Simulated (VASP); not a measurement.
Write the native input for VASP 6.6.1 that does the following.

```yaml
Task: single point
Functional: PBEsol
Potentials_or_basis: VASP PAW PBE potentials, release 64 (As, Mn_pv)
Cutoff: 520 eV
k_mesh: 8 × 8 × 5
Occupations: fermi-dirac, width 0.05 eV
Spin: no spin polarisation
Dipole_correction: no
Further_INCAR_settings: ALGO = Normal; EDIFF = 1e-06; NBANDS = 26
```

The structure of MnAs lies in POSCAR:

```
MnAs
1.0
    3.7100000000      0.0000000000      0.0000000000
   -1.8550000000      3.2129542480      0.0000000000
    0.0000000000      0.0000000000      5.6910000000
As Mn
2 2
Direct
    0.6666666667      0.3333333333      0.7500000000
    0.3333333333      0.6666666667      0.2500000000
    0.0000000000      0.0000000000      0.5000000000
    0.0000000000      0.0000000000      0.0000000000
```

These files were run (other wordings do the same):

INCAR

```
SYSTEM = MnAs
ALGO = Normal
EDIFF = 1E-6
ENCUT = 520
GGA = PS
ISIF = 2
ISMEAR = -1
LASPH = .TRUE.
LCHARG = .TRUE.
LELF = .TRUE.
LREAL = .FALSE.
LVHAR = .TRUE.
LWAVE = .FALSE.
NBANDS = 26
NELM = 100
PREC = Accurate
SIGMA = 0.05
```

KPOINTS

```
k-points
0
G
  8 8 5
  0 0 0
```

Potentials or basis: VASP PAW PBE potentials, release 64 (As, Mn_pv).

Run with:

```sh
$ cat potpaw_PBE.64/As/POTCAR potpaw_PBE.64/Mn_pv/POTCAR > POTCAR
$ mpirun -np 1 vasp_std > vasp.out
```

Results of the run:

| Property | Result |
| --- | --- |
| Pressure | -24.1 GPa |
| Band gap on the k mesh | zero (bands 18 and 19 overlap by 0.31 eV) |

Caveat: the cell stands under tension; the PAW data sets were made with another functional, which shifts forces and pressure a little; the run has no spin polarisation, though such a crystal can be magnetic.

It took 41 s on 1 thread of AMD EPYC 7R13 Processor (Zen 3) (shared host), peak memory 0.17 GiB.
